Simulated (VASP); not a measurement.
# HfSi3 (Pm-3m) in VASP: a series of runs, part 2 of 2

VASP 6.6.1.

**3. Single point, PBE (volume scaled by 0.945)**

INCAR reads:

```
SYSTEM = HfSi3
PREC = Accurate
ENCUT = 520
EDIFF = 1E-7
ISMEAR = 0
SIGMA = 0.05
LREAL = .False.
LASPH = .True.
NELM = 100
ALGO = Normal
ISIF = 2
LWAVE = .False.
LCHARG = .False.
GGA = PE
NBANDS = 19
```

KPOINTS reads:

```
regular mesh
0
Gamma
  8 8 8
  0 0 0
```

POSCAR reads:

```
HfSi3
1.0
    3.8992824279      0.0000000000      0.0000000000
    0.0000000000      3.8992824279      0.0000000000
    0.0000000000      0.0000000000      3.8992824279
Hf Si
1 3
Direct
    0.0000000000      0.0000000000      0.0000000000
    0.0000000000      0.5000000000      0.5000000000
    0.5000000000      0.5000000000      0.0000000000
    0.5000000000      0.0000000000      0.5000000000
```

Potentials or basis: VASP PAW PBE potentials, release 64 (Hf_pv, Si).

Started as:

```
> cat potpaw_PBE.64/Hf_pv/POTCAR potpaw_PBE.64/Si/POTCAR > POTCAR
> mpirun -np 1 vasp_std > vasp.out
```

OUTCAR:

```text
SYSTEM = HfSi3
   PREC = Accurate
   ENCUT = 520
   EDIFF = 1E-7
   ISMEAR = 0
   LREAL = .False.
   LASPH = .True.
   NELM = 100
   ISIF = 2
   GGA = PE

 ion  position               nearest neighbor table
   1  0.000  0.000  0.000-   2 2.76   3 2.76   4 2.76   2 2.76   4 2.76   2 2.76   3 2.76   2 2.76
                             3 2.76   4 2.76   4 2.76   3 2.76
   2  0.000  0.500  0.500-   1 2.76   3 2.76   4 2.76   1 2.76   3 2.76   1 2.76   4 2.76   1 2.76
                             3 2.76   4 2.76   3 2.76   4 2.76
   3  0.500  0.500  0.000-   1 2.76   2 2.76   4 2.76   2 2.76   4 2.76   1 2.76   4 2.76   4 2.76
                             1 2.76   2 2.76   2 2.76   1 2.76
   4  0.500  0.000  0.500-   1 2.76   2 2.76   3 2.76   1 2.76   3 2.76   2 2.76   3 2.76   3 2.76
                             1 2.76   2 2.76   1 2.76   2 2.76

  LATTYP: Found a simple cubic cell.
 ALAT       =     3.8992824279

  Lattice vectors:

 A1 = (   3.8992824279,   0.0000000000,   0.0000000000)
 A2 = (   0.0000000000,   3.8992824279,   0.0000000000)
 A3 = (   0.0000000000,   0.0000000000,   3.8992824279)

Analysis of symmetry for initial positions (statically):
=====================================================================
 Subroutine PRICEL returns:
 Original cell was already a primitive cell.

 Routine SETGRP: Setting up the symmetry group for a
 simple cubic supercell.

 Subroutine GETGRP returns: Found 48 space group operations
 (whereof 48 operations were pure point group operations)
 out of a pool of 48 trial point group operations.

The static configuration has the point symmetry O_h .

Analysis of symmetry for dynamics (positions and initial velocities):
=====================================================================
 Subroutine PRICEL returns:
 Original cell was already a primitive cell.

 Routine SETGRP: Setting up the symmetry group for a
 simple cubic supercell.

 Subroutine GETGRP returns: Found 48 space group operations
 (whereof 48 operations were pure point group operations)
 out of a pool of 48 trial point group operations.

The dynamic configuration has the point symmetry O_h .

 Subroutine INISYM returns: Found 48 space group operations
 (whereof 48 operations are pure point group operations),
 and found     1 'primitive' translations

----------------------------------------------------------------------------------------

                                     Primitive cell

  volume of cell :      59.2863

  direct lattice vectors                    reciprocal lattice vectors
     3.899282428  0.000000000  0.000000000     0.256457443  0.000000000  0.000000000
     0.000000000  3.899282428  0.000000000     0.000000000  0.256457443  0.000000000
     0.000000000  0.000000000  3.899282428     0.000000000  0.000000000  0.256457443

  length of vectors
     3.899282428  3.899282428  3.899282428     0.256457443  0.256457443  0.256457443

  position of ions in fractional coordinates (direct lattice)
     0.000000000  0.000000000  0.000000000
     0.000000000  0.500000000  0.500000000
     0.500000000  0.500000000  0.000000000
     0.500000000  0.000000000  0.500000000

  ion indices of the primitive-cell ions
   primitive index   ion index
                 1           1
                 2           2
                 3           3
                 4           4

----------------------------------------------------------------------------------------

[... 31 lines left out ...]
  0.125000  0.125000  0.000000     12.000000
[... 16 lines left out ...]
  0.375000  0.375000  0.125000     24.000000
  0.500000  0.375000  0.125000     24.000000
 [... further k-points ...]
   k-points           NKPTS =     35   k-points in BZ     NKDIM =     35   number of bands    NBANDS=     19
   number of dos      NEDOS =    301   number of ions     NIONS =      4
   total plane-waves  NPLWV =  27000
   dimension x,y,z NGX =    30 NGY =   30 NGZ =   30
   dimension x,y,z NGXF=    60 NGYF=   60 NGZF=   60
   ions per type =               1   3
   NGX,Y,Z   is equivalent  to a cutoff of  12.79, 12.79, 12.79 a.u.
   NGXF,Y,Z  is equivalent  to a cutoff of  25.58, 25.58, 25.58 a.u.
 SYSTEM =  HfSi3
   PREC   = accura    normal or accurate (medium, high low for compatibility)
   ISTART =      0    job   : 0-new  1-cont  2-samecut
   ICHARG =      2    charge: 1-file 2-atom 10-const
   ISPIN  =      1    spin polarized calculation?
   LNONCOLLINEAR =      F non collinear calculations
   LSORBIT =      F    spin-orbit coupling
   LASPH  =      T    aspherical Exc in radial PAW
   ENCUT  =  520.0 eV  38.22 Ry    6.18 a.u.   7.25  7.25  7.25*2*pi/ulx,y,z
   NELM   =    100;   NELMIN=  2; NELMDL= -5     # of ELM steps
   EDIFF  = 0.1E-06   stopping-criterion for ELM
   LREAL  =      F    real-space projection
   EDIFFG = 0.1E-05   stopping-criterion for IOM
   NSW    =      0    number of steps for IOM
   IBRION =     -1    ionic relax: 0-MD 1-quasi-New 2-CG
   NFREE  =      0    steps in history (QN), initial steepest desc. (CG)
   ISIF   =      2    stress and relaxation
   ISYM   =      2    0-nonsym 1-usesym 2-fastsym
   POTIM  = 0.5000    time-step for ionic-motion
   TEBEG  =    0.0;   TEEND  =   0.0 temperature during run
   PSTRESS=    0.0 pullay stress
   NELECT =      22.0000    total number of electrons
   NUPDOWN=      -1.0000    fix difference up-down
   EMIN   =  10.00;   EMAX   =-10.00  energy-range for DOS
   EFERMI =   0.00;   METHOD = LEGACY
   ISMEAR =     0;   SIGMA  =   0.05  broadening in eV -4-tet -1-fermi 0-gaus
   EFERMI_NEDOS =   21; number of points for ismear=-14 and -15
   IALGO  =     38    algorithm
   IMIX   =      4    mixing-type and parameters
     AMIX     =   0.40;   BMIX     =  1.00
     AMIX_MAG =   1.60;   BMIX_MAG =  1.00
  volume/ion in A,a.u.               =      14.82       100.02
  Fermi-wavevector in a.u.,A,eV,Ry     =   1.176425  2.223122 18.830144  1.383977
  Thomas-Fermi vector in A             =   2.312789
   LORBIT       =      0    0 simple, 1 ext, 2 COOP (PROOUT), +10 PAW based schemes
   GGA     = PE    functional components
   LHFCALC =     F    Hartree Fock is set to
   AEXX    =    0.0000 exact exchange contribution
   IVDW    =     0    specifies the selected vdW correction
   LEPSILON=     F    determine dielectric tensor
   LRPA    =     F    only Hartree local field effects (RPA)
 non-spin polarized calculation
 Gauss-broadening in eV      SIGMA  =   0.05
  energy-cutoff  :      520.00
  volume of cell :       59.29
 maximum number of plane-waves:      1628
 NGX is ok and might be reduce to    30
   NGX = 15   NGY = 15   NGZ = 15

 number of electron      21.9999999 magnetization

 Free energy of the ion-electron system (eV)
  ---------------------------------------------------
  ext. energy  EPLUGINS =         0.00000000
  ---------------------------------------------------
  free energy    TOTEN  =       -26.35070369 eV

  energy without entropy =      -26.34758923  energy(sigma->0) =      -26.34914646

 E-fermi :   9.9184     XC(G=0): -11.6701

 val. band max:        9.8331150845   @ k =   0.3750   0.1250   0.1250
 cond. band min:       9.9191510016   @ k =   0.3750   0.3750   0.0000
 fundamental gap:      0.0860359171
 Fermi energy:         9.9184467983

 k-point     1 :       0.0000    0.0000    0.0000
  band No.  band energies     occupation
      1     -21.2750      2.00000
      2     -21.2750      2.00000
      3     -21.2750      2.00000
      4      -3.9663      2.00000
      5       3.7286      2.00000
      6       3.7286      2.00000
[... 505 lines left out ...]
      6       1.5908      2.00000
[... 11 lines left out ...]
     18      15.7000      0.00000
     19      17.1449      0.00000

 [... further k-points ...]

------------------------ aborting loop because EDIFF is reached ----------------------------------------

  FORCE on cell =-STRESS in cart. coord.  units (eV):
  Direction    XX          YY          ZZ          XY          YZ          ZX
  --------------------------------------------------------------------------------------
  -------------------------------------------------------------------------------------
  Total        2.6268971      2.6268971      2.6268971     -0.0000000      0.0000000     -0.0000000
  in kB       70.9903911     70.9903911     70.9903911     -0.0000000      0.0000000     -0.0000000
  external PRESSURE =      70.9903911 kB  Pullay stress =       0.0000000 kB

 VOLUME and BASIS-vectors are now :
 -----------------------------------------------------------------------------
  energy-cutoff  :      520.00
  volume of cell :       59.29
      direct lattice vectors                 reciprocal lattice vectors
     3.899282428  0.000000000  0.000000000     0.256457443  0.000000000  0.000000000
     0.000000000  3.899282428  0.000000000     0.000000000  0.256457443  0.000000000
     0.000000000  0.000000000  3.899282428     0.000000000  0.000000000  0.256457443

 POSITION                                       TOTAL-FORCE (eV/Angst)
 -----------------------------------------------------------------------------------
      0.00000      0.00000      0.00000         0.000000      0.000000      0.000000
      0.00000      1.94964      1.94964         0.000000      0.000000      0.000000
      1.94964      1.94964      0.00000         0.000000      0.000000      0.000000
      1.94964      0.00000      1.94964         0.000000      0.000000      0.000000
 -----------------------------------------------------------------------------------
    total drift:                               -0.000000     -0.000000      0.000000

  FREE ENERGIE OF THE ION-ELECTRON SYSTEM (eV)
  ---------------------------------------------------
  free  energy   TOTEN  =       -26.3507036885 eV

  energy  without entropy=      -26.3475892341  energy(sigma->0) =      -26.34914646
```

stdout:

```text
POSCAR found type information on POSCAR HfSi
 POSCAR found :  2 types and       4 ions
 scaLAPACK will be used
 LDA part: xc-table for (Slater+PW92), standard interpolation
 POSCAR, INCAR and KPOINTS ok, starting setup
 FFT: planning ... GRIDC
 FFT: planning ... GRID_SOFT
 FFT: planning ... GRID
 WAVECAR not read
 entering main loop
```

Wall time 17 s (1 thread of AMD EPYC 9R45 (Zen 5), shared host); peak memory 0.16 GiB.

Results:

```yaml
Free_energy: -26.3507 eV
Pressure: 7.1 GPa
Band_gap_on_the_k_mesh: zero (band 11 reaches 10.83 eV, above the bottom of band 12 at 8.75 eV)
```

Caveat: spin-orbit coupling is left out, which moves the levels of the heavy elements.
